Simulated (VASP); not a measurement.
A run of VASP 6.6.1 is set up as follows.

The input INCAR:

```
SYSTEM = As
PREC = Accurate ; ENCUT = 520
EDIFF = 1E-7 ; ISMEAR = -1
SIGMA = 0.1 ; LREAL = .FALSE.
LASPH = .TRUE. ; NELM = 60
ALGO = Normal ; ISIF = 2
LWAVE = .FALSE. ; LCHARG = .FALSE.
GGA = B5 ; ALDAX = 1.0
AGGAX = 1.0 ; AGGAC = 1.0
ALDAC = 0.0 ; NBANDS = 12
```

Contents of KPOINTS:

```
regular mesh
0
G
  14 14 7
  0 0 0
```

File POSCAR:

```
As
1.0
    3.0568309303      0.0000000000      0.0000000000
   -1.5284154651      2.6472932407      0.0000000000
    0.0000000000      0.0000000000      5.5161706671
As
2
Direct
    0.3333333333      0.6666666667      0.2500000000
    0.6666666667      0.3333333333      0.7500000000
```

Potentials or basis: VASP PAW PBE potentials, release 64 (As).

Command:

```sh
$ cat potpaw_PBE.64/As/POTCAR > POTCAR
$ mpirun -np 1 vasp_std > vasp.out
```

Predict the band gap on the k mesh.

zero (band 5 reaches 9.70 eV, above the bottom of band 6 at 2.77 eV).

What does it give for the pressure?

-2.0 GPa.

Stress tensor (GPa, compression positive):
```
-2.09  0.00  0.00
 0.00 -2.09  0.00
 0.00  0.00 -1.83
```

Caveat: the PAW data sets were made with another functional, which shifts forces and pressure a little.
